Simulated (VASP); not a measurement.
Wanted: the native input for a VASP 6.6.1 run.

| Item | Value |
| --- | --- |
| Task | relaxation of cell and atoms |
| Functional | PBE |
| Potentials or basis | VASP PAW PBE potentials, release 64 (Sn_d) |
| Cutoff | 600 eV |
| k mesh | 4 × 6 × 4 |
| Occupations | gaussian, width 0.1 eV |
| Spin | no spin polarisation |
| Dipole correction | no |
| Further INCAR settings | ALGO = Fast; EDIFF = 1e-06; IBRION = 2; EDIFFG = -0.04; NSW = 90; ISIF = 3 |

The structure of Sn lies in POSCAR:

```
Sn
1.0
    4.8427023583      0.0000000000      0.0000000000
    0.0000000000      3.3753216338      0.0000000000
    0.0000000000      0.0000000000      5.4251744534
Sn
2
Direct
    0.2500000000      0.5000000000      0.9778800000
    0.7500000000      0.5000000000      0.0221200000
```

One way to write it, as run:

INCAR

```
SYSTEM = Sn
PREC = Accurate
ENCUT = 600
EDIFF = 1E-6
ISMEAR = 0
SIGMA = 0.1
LREAL = .False.
LASPH = .True.
NELM = 100
ALGO = Fast
ISIF = 3
LWAVE = .False.
LCHARG = .False.
GGA = PE
IBRION = 2
NSW = 90
EDIFFG = -0.04
```

KPOINTS

```
regular mesh
0
Gamma
  4 6 4
  0 0 0
```

Potentials or basis: VASP PAW PBE potentials, release 64 (Sn_d).

Run with:

```bash
$ cat potpaw_PBE.64/Sn_d/POTCAR > POTCAR
$ mpirun -np 1 vasp_std > vasp.out
```

Results of the run:

| Item | Value |
| --- | --- |
| Relaxed volume | 30.13 Å³/atom |
| Relaxed cell | a = 6.478 Å, b = 3.237 Å, c = 2.874 Å, α = 90.00°, β = 90.00°, γ = 90.00° |
| Space group after relaxing (to 0.05 Å) | P4/mmm (No. 123) |
| Energy gained by relaxing | 1355.9 meV/atom |
| Ionic steps | 48 |
| Pressure after relaxing | 0.0 GPa |
| Band gap on the k mesh | zero (band 14 reaches 10.63 eV, above the bottom of band 15 at 4.30 eV) |

Caveat: the volume moved by over 15 % at a fixed basis, so the end points are rough; spin-orbit coupling is left out, which moves the levels of the heavy elements.

Run time: 33 min on 1 thread of Intel(R) Xeon(R) Platinum 8488C (Sapphire Rapids), on a shared host, peak memory 0.28 GiB.
